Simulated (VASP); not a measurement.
A run of VASP 6.6.1 is set up as follows.

File INCAR:

```
SYSTEM = BaZrO3
  ALGO = Normal
  EDIFF = 1E-7
  EDIFFG = -0.05
  ENCUT = 600
  GGA = CA
  GGA_COMPAT = .FALSE.
  IBRION = 2
  ISIF = 3
  ISMEAR = 0
  LASPH = .TRUE.
  LCHARG = .FALSE.
  LREAL = .FALSE.
  LWAVE = .FALSE.
  NELM = 120
  NELMIN = 4
  NSW = 80
  PREC = Accurate
  PSTRESS = 50.0
  SIGMA = 0.01
```

File KPOINTS:

```
k-points
0
G
  4 4 4
  0 0 0
```

The input POSCAR:

```
BaZrO3
1.0
    4.1913400000      0.0000000000      0.0000000000
    0.0000000000      4.1913400000      0.0000000000
    0.0000000000      0.0000000000      4.1913400000
Ba Zr O
1 1 3
Direct
    0.0000000000      0.0000000000      0.0000000000
    0.5000000000      0.5000000000      0.5000000000
    0.0000000000      0.5000000000      0.5000000000
    0.5000000000      0.0000000000      0.5000000000
    0.5000000000      0.5000000000      0.0000000000
```

Potentials or basis: VASP PAW LDA potentials, release 64 (Ba_sv, Zr_sv, O).

The run is started by

```bash
$ cat potpaw_LDA.64/Ba_sv/POTCAR potpaw_LDA.64/Zr_sv/POTCAR potpaw_LDA.64/O/POTCAR > POTCAR
$ mpirun -np 1 vasp_std > vasp.out
```

Problem. Predict the space group after relaxing (to 0.05 Å).

Solution. Pm-3m (No. 221).

Problem. Predict the relaxed volume.

Solution. 14.01 Å³/atom.

Problem. Predict the relaxed cell.

Solution. a = 4.122 Å, b = 4.122 Å, c = 4.122 Å, α = 90.00°, β = 90.00°, γ = 90.00°.

Final structure:
```cif
data_structure
_symmetry_space_group_name_H-M 'P 1'
_symmetry_Int_Tables_number 1
_cell_length_a 4.1220
_cell_length_b 4.1220
_cell_length_c 4.1220
_cell_angle_alpha 90.000
_cell_angle_beta 90.000
_cell_angle_gamma 90.000
_cell_volume 70.04
loop_
_atom_site_label
_atom_site_type_symbol
_atom_site_fract_x
_atom_site_fract_y
_atom_site_fract_z
_atom_site_occupancy
Ba1 Ba 0.00000 0.00000 0.00000 1
Zr1 Zr 0.50000 0.50000 0.50000 1
O1 O 0.00000 0.50000 0.50000 1
O2 O 0.50000 0.00000 0.50000 1
O3 O 0.50000 0.50000 0.00000 1
```

Caveat: the cell is relaxed towards a set pressure, so the enthalpy falls and the energy may rise. Zero-point motion and thermal expansion aren't in these numbers.
